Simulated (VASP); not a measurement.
# Sn (R-3m) in VASP: further runs, part 3 of 3

VASP 6.6.1. Earlier steps stand in the parts before.

**5. Single point, PBEsol (shortest bond scaled by 0.58)**

File INCAR:

```
PREC = Accurate
ENCUT = 520
EDIFF = 1E-7
ISMEAR = -1
SIGMA = 0.05
LREAL = False
LASPH = True
NELM = 60
ALGO = Normal
ISIF = 2
LWAVE = False
LCHARG = False
GGA = PS
NBANDS = 21
```

File KPOINTS:

```
Automatic mesh
0
Gamma
  8 8 8
```

File POSCAR:

```
Sn
1.0
    0.0000000000      3.2333428000      3.2333428000
    3.2333428000      0.0000000000      3.2333428000
    3.2333428000      3.2333428000      0.0000000000
Sn
2
Direct
   -0.1575000000      0.0525000000      0.0525000000
    0.4075000000      0.1975000000      0.1975000000
```

Potentials or basis: VASP PAW PBE potentials, release 64 (Sn_d).

Started as:

```sh
cat potpaw_PBE.64/Sn_d/POTCAR > POTCAR
mpirun -np 1 vasp_std > vasp.out
```

OUTCAR:

```text
PREC = Accurate
   ENCUT = 520
   EDIFF = 1E-7
   ISMEAR = -1
   LREAL = False
   LASPH = True
   NELM = 60
   ISIF = 2
   GGA = PS

 ion  position               nearest neighbor table
   1  0.843  0.053  0.053-   2 1.62   2 3.38   2 3.38   2 3.38
   2  0.407  0.197  0.197-   1 1.62   1 3.38   1 3.38   1 3.38

 -----------------------------------------------------------------------------
|                                                                             |
|           W    W    AA    RRRRR   N    N  II  N    N   GGGG   !!!           |
|           W    W   A  A   R    R  NN   N  II  NN   N  G    G  !!!           |
|           W    W  A    A  R    R  N N  N  II  N N  N  G       !!!           |
|           W WW W  AAAAAA  RRRRR   N  N N  II  N  N N  G  GGG   !            |
|           WW  WW  A    A  R   R   N   NN  II  N   NN  G    G                |
|           W    W  A    A  R    R  N    N  II  N    N   GGGG   !!!           |
|                                                                             |
|     The distance between some ions is very small. Please check the          |
|     nearest-neighbor list in the OUTCAR file.                               |
|     I HOPE YOU KNOW WHAT YOU ARE DOING!                                     |
|                                                                             |
 -----------------------------------------------------------------------------

  LATTYP: Found a face centered cubic cell.
 ALAT       =     6.4666856000

  Lattice vectors:

 A1 = (   0.0000000000,   3.2333428000,   3.2333428000)
 A2 = (   3.2333428000,   0.0000000000,   3.2333428000)
 A3 = (   3.2333428000,   3.2333428000,   0.0000000000)

Analysis of symmetry for initial positions (statically):
=====================================================================
 Subroutine PRICEL returns:
 Original cell was already a primitive cell.

 Routine SETGRP: Setting up the symmetry group for a
 face centered cubic supercell.

 Subroutine GETGRP returns: Found 12 space group operations
 (whereof  6 operations were pure point group operations)
 out of a pool of 48 trial point group operations.

The static configuration has the point symmetry C_3v.
 The point group associated with its full space group is D_3d.

Analysis of symmetry for dynamics (positions and initial velocities):
=====================================================================
 Subroutine PRICEL returns:
 Original cell was already a primitive cell.

 Routine SETGRP: Setting up the symmetry group for a
 face centered cubic supercell.

 Subroutine GETGRP returns: Found 12 space group operations
 (whereof  6 operations were pure point group operations)
 out of a pool of 48 trial point group operations.

The dynamic configuration has the point symmetry C_3v.
 The point group associated with its full space group is D_3d.

 Subroutine INISYM returns: Found 12 space group operations
 (whereof  6 operations are pure point group operations),
 and found     1 'primitive' translations

----------------------------------------------------------------------------------------

                                     Primitive cell

  volume of cell :      67.6060

  direct lattice vectors                    reciprocal lattice vectors
[... 40 lines left out ...]
 Found     65 irreducible k-points:

 Following reciprocal coordinates:
            Coordinates               Weight
  0.000000  0.000000  0.000000      1.000000
  0.125000  0.000000  0.000000      2.000000
  0.000000  0.125000  0.000000      6.000000
  0.250000  0.000000  0.000000      2.000000
  0.000000  0.250000  0.000000      6.000000
  0.375000  0.000000  0.000000      2.000000
[... 16 lines left out ...]
 -0.250000  0.125000  0.000000      6.000000
  0.000000 -0.250000  0.125000     12.000000
 [... further k-points ...]
   k-points           NKPTS =     65   k-points in BZ     NKDIM =     65   number of bands    NBANDS=     21
   number of dos      NEDOS =    301   number of ions     NIONS =      2
   total plane-waves  NPLWV =  46656
   dimension x,y,z NGX =    36 NGY =   36 NGZ =   36
   dimension x,y,z NGXF=    72 NGYF=   72 NGZF=   72
   ions per type =               2
   NGX,Y,Z   is equivalent  to a cutoff of  13.09, 13.09, 13.09 a.u.
   NGXF,Y,Z  is equivalent  to a cutoff of  26.18, 26.18, 26.18 a.u.
 SYSTEM =  unknown system
   PREC   = accura    normal or accurate (medium, high low for compatibility)
   ISTART =      0    job   : 0-new  1-cont  2-samecut
   ICHARG =      2    charge: 1-file 2-atom 10-const
   ISPIN  =      1    spin polarized calculation?
   LNONCOLLINEAR =      F non collinear calculations
   LSORBIT =      F    spin-orbit coupling
   LASPH  =      T    aspherical Exc in radial PAW
   ENCUT  =  520.0 eV  38.22 Ry    6.18 a.u.   8.50  8.50  8.50*2*pi/ulx,y,z
   NELM   =     60;   NELMIN=  2; NELMDL= -5     # of ELM steps
   EDIFF  = 0.1E-06   stopping-criterion for ELM
   LREAL  =      F    real-space projection
   EDIFFG = 0.1E-05   stopping-criterion for IOM
   NSW    =      0    number of steps for IOM
   IBRION =     -1    ionic relax: 0-MD 1-quasi-New 2-CG
   NFREE  =      0    steps in history (QN), initial steepest desc. (CG)
   ISIF   =      2    stress and relaxation
   ISYM   =      2    0-nonsym 1-usesym 2-fastsym
   POTIM  = 0.5000    time-step for ionic-motion
   TEBEG  =    0.0;   TEEND  =   0.0 temperature during run
   PSTRESS=    0.0 pullay stress
   NELECT =      28.0000    total number of electrons
   NUPDOWN=      -1.0000    fix difference up-down
   EMIN   =  10.00;   EMAX   =-10.00  energy-range for DOS
   EFERMI =   0.00;   METHOD = LEGACY
   ISMEAR =    -1;   SIGMA  =   0.05  broadening in eV -4-tet -1-fermi 0-gaus
   EFERMI_NEDOS =   21; number of points for ismear=-14 and -15
   IALGO  =     38    algorithm
   IMIX   =      4    mixing-type and parameters
     AMIX     =   0.40;   BMIX     =  1.00
     AMIX_MAG =   1.60;   BMIX_MAG =  1.00
  volume/ion in A,a.u.               =      33.80       228.11
  Fermi-wavevector in a.u.,A,eV,Ry     =   1.220298  2.306028 20.260793  1.489126
  Thomas-Fermi vector in A             =   2.355520
   LORBIT       =      0    0 simple, 1 ext, 2 COOP (PROOUT), +10 PAW based schemes
   GGA     = PS    functional components
   LHFCALC =     F    Hartree Fock is set to
   AEXX    =    0.0000 exact exchange contribution
   IVDW    =     0    specifies the selected vdW correction
   LEPSILON=     F    determine dielectric tensor
   LRPA    =     F    only Hartree local field effects (RPA)
 non-spin polarized calculation
  energy-cutoff  :      520.00
  volume of cell :       67.61
 maximum number of plane-waves:      1841
 NGX is ok and might be reduce to    36
   NGX = 17   NGY = 17   NGZ = 17

 number of electron      27.9999998 magnetization

 Free energy of the ion-electron system (eV)
  ---------------------------------------------------
  ext. energy  EPLUGINS =         0.00000000
  ---------------------------------------------------
  free energy    TOTEN  =        13.37393003 eV

  energy without entropy =       13.38259043  energy(sigma->0) =       13.37826023

 E-fermi :   4.9630     XC(G=0):  -8.9850

 val. band max:        4.9273843297   @ k =   0.0000  -0.1250   0.1250
 cond. band min:       4.9752611648   @ k =   0.0000   0.2500   0.0000
 fundamental gap:      0.0478768352
 Fermi energy:         4.9630123089

 k-point     1 :       0.0000    0.0000    0.0000
  band No.  band energies     occupation
      1     -23.6973      2.00000
      2     -21.6600      2.00000
      3     -21.6600      2.00000
      4     -18.2312      2.00000
      5     -18.2312      2.00000
      6     -17.3424      2.00000
[... 565 lines left out ...]
     20      12.9298      0.00000
     21      14.8156      0.00000

 [... further k-points ...]

------------------------ aborting loop because EDIFF is reached ----------------------------------------

  FORCE on cell =-STRESS in cart. coord.  units (eV):
  Direction    XX          YY          ZZ          XY          YZ          ZX
  --------------------------------------------------------------------------------------
  -------------------------------------------------------------------------------------
  Total       34.6575811     34.6575811     34.6575811    -34.9329504     34.9329504    -34.9329504
  in kB      821.3411488    821.3411488    821.3411488   -827.8670553    827.8670553   -827.8670553
  external PRESSURE =     821.3411488 kB  Pullay stress =       0.0000000 kB

 VOLUME and BASIS-vectors are now :
 -----------------------------------------------------------------------------
  energy-cutoff  :      520.00
  volume of cell :       67.61
      direct lattice vectors                 reciprocal lattice vectors
     0.000000000  3.233342800  3.233342800    -0.154638723  0.154638723  0.154638723
     3.233342800  0.000000000  3.233342800     0.154638723 -0.154638723  0.154638723
     3.233342800  3.233342800  0.000000000     0.154638723  0.154638723 -0.154638723

 POSITION                                       TOTAL-FORCE (eV/Angst)
 -----------------------------------------------------------------------------------
      0.33950      2.89384      2.89384       -37.500671     37.500671     37.500671
      1.27717      1.95617      1.95617        37.500671    -37.500671    -37.500671
 -----------------------------------------------------------------------------------
    total drift:                                0.000000      0.000000      0.000000

  FREE ENERGIE OF THE ION-ELECTRON SYSTEM (eV)
  ---------------------------------------------------
  free  energy   TOTEN  =        13.3739300305 eV

  energy  without entropy=       13.3825904306  energy(sigma->0) =       13.37826023
```

OSZICAR:

```text
N       E                     dE             d eps       ncg     rms          rms(c)
DAV:   1     0.256084987790E+03    0.25608E+03   -0.14116E+04  2760   0.201E+03
DAV:   2     0.408944135565E+02   -0.21519E+03   -0.21082E+03  2740   0.454E+02
DAV:   3     0.137876414328E+02   -0.27107E+02   -0.26968E+02  3210   0.151E+02
DAV:   4     0.126188032725E+02   -0.11688E+01   -0.11681E+01  3100   0.330E+01
DAV:   5     0.125539521814E+02   -0.64851E-01   -0.64850E-01  4000   0.712E+00    0.905E+00
DAV:   6     0.131660343573E+02    0.61208E+00   -0.53038E-01  3468   0.446E+00    0.476E+00
DAV:   7     0.133626415161E+02    0.19661E+00   -0.31738E-01  3525   0.312E+00    0.670E-01
DAV:   8     0.133734484847E+02    0.10807E-01   -0.53085E-02  3452   0.139E+00    0.425E-01
DAV:   9     0.133739580146E+02    0.50953E-03   -0.38986E-03  3668   0.465E-01    0.900E-02
DAV:  10     0.133739299028E+02   -0.28112E-04   -0.36482E-04  3672   0.219E-01    0.397E-02
DAV:  11     0.133739223932E+02   -0.75096E-05   -0.83118E-05  3415   0.692E-02    0.173E-02
DAV:  12     0.133739287155E+02    0.63224E-05   -0.83933E-06  3318   0.346E-02    0.102E-02
DAV:  13     0.133739302125E+02    0.14969E-05   -0.18408E-06  2979   0.911E-03    0.394E-03
DAV:  14     0.133739300845E+02   -0.12799E-06   -0.23515E-07  3171   0.501E-03    0.124E-03
DAV:  15     0.133739300305E+02   -0.53990E-07   -0.22547E-08  1645   0.146E-03
   1 F= 0.13373930E+02 E0= 0.13378260E+02  d E =-.866040E-02
```

stdout:

```text
POSCAR found type information on POSCAR Sn
 POSCAR found :  1 types and       2 ions
 scaLAPACK will be used
 -----------------------------------------------------------------------------
|                                                                             |
|                                                                             |
[... 17 lines left out ...]
|     I HOPE YOU KNOW WHAT YOU ARE DOING!                                     |
|                                                                             |
 -----------------------------------------------------------------------------

 POSCAR, INCAR and KPOINTS ok, starting setup
 FFT: planning ... GRIDC
 FFT: planning ... GRID_SOFT
 FFT: planning ... GRID
 WAVECAR not read
 entering main loop
```

Run time: 2.7 min. Hardware: 1 thread of Intel Xeon 8259CL, shared host; peak memory 0.24 GiB.

Results:

| Quantity | Value |
| --- | --- |
| Free energy | 13.3739 eV |
| Pressure | 82.1 GPa |
| Largest force | 64.953 eV/Å |
| Band gap on the k mesh | zero (bands 14 and 15 overlap by 0.34 eV) |

Forces in eV/Å, atoms in the order of the input:
```
Sn  -37.501  37.501  37.501
Sn   37.501 -37.501 -37.501
```

Stress tensor (GPa, compression positive):
```
 82.13 -82.79 -82.79
-82.79  82.13  82.79
-82.79  82.79  82.13
```

Caveat: the cell differs from its parent crystal (shortest bond scaled by 0.58); atoms lie so close that the PAW spheres overlap strongly, which falsifies energies and pressures; the cell stands under pressure; the PAW data sets were made with another functional, which shifts forces and pressure a little; spin-orbit coupling is left out, which moves the levels of the heavy elements.
